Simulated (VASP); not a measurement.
Wanted: the native input for a VASP 6.6.1 run.

```yaml
Task: single point
Functional: r2SCAN
Potentials_or_basis: VASP PAW PBE potentials, release 64 (Sb)
Cutoff: 520 eV
k_mesh: 16 × 16 × 16
Occupations: gaussian, width 0.15 eV
Spin: no spin polarisation
Dipole_correction: no
Further_INCAR_settings: ALGO = Normal; EDIFF = 1e-07; NBANDS = 8
```

Sb:

```
Sb
1.0
     2.90720    0.00000    0.00000
     0.00000    2.90720    0.00000
     0.00000    0.00000    3.41280
Sb
1
Cartesian
  0.0000 0.0000 0.0000
```

This cell differs from its parent crystal: strain -0.080 along x and y, +0.080 along z.

One way to write it, as run:

POSCAR

```
Sb
1.0
    2.9072000000      0.0000000000      0.0000000000
    0.0000000000      2.9072000000      0.0000000000
    0.0000000000      0.0000000000      3.4128000000
Sb
1
Direct
    0.0000000000      0.0000000000      0.0000000000
```

INCAR.step1

```
PREC = Accurate
ENCUT = 520
ISMEAR = 0
SIGMA = 0.15
LREAL = F
LASPH = T
NELM = 60
NBANDS = 8
GGA = PE
ALGO = Normal
EDIFF = 1E-4
LWAVE = T
LCHARG = F
```

INCAR.step2

```
PREC = Accurate
ENCUT = 520
EDIFF = 1E-7
ISMEAR = 0
SIGMA = 0.15
LREAL = F
LASPH = T
NELM = 60
ALGO = Normal
ISIF = 2
LWAVE = F
LCHARG = F
METAGGA = R2SCAN
LMIXTAU = T
NBANDS = 8
ISTART = 1
```

KPOINTS

```
Automatic mesh
0
Gamma
  16 16 16
```

Potentials or basis: VASP PAW PBE potentials, release 64 (Sb).

Run with:

```sh
$ cat potpaw_PBE.64/Sb/POTCAR > POTCAR
$ cp INCAR.step1 INCAR
$ mpirun -np 1 vasp_std > vasp.out
$ cp INCAR.step2 INCAR
$ mpirun -np 1 vasp_std > vasp.out
```

Results of the run:

The pressure is 4.5 GPa and the band gap on the k mesh is zero (an odd number of electrons rules out a gap without spin polarisation).

Caveat: the cell differs from its parent crystal (strain -0.080 along x and y, +0.080 along z); the cell stands under pressure; the PAW data sets were made with another functional, which shifts forces and pressure a little; spin-orbit coupling is left out, which moves the levels of the heavy elements.

It took 3.3 min on 1 thread of Intel Xeon 8259CL, with other jobs on the host, peak memory 0.22 GiB.
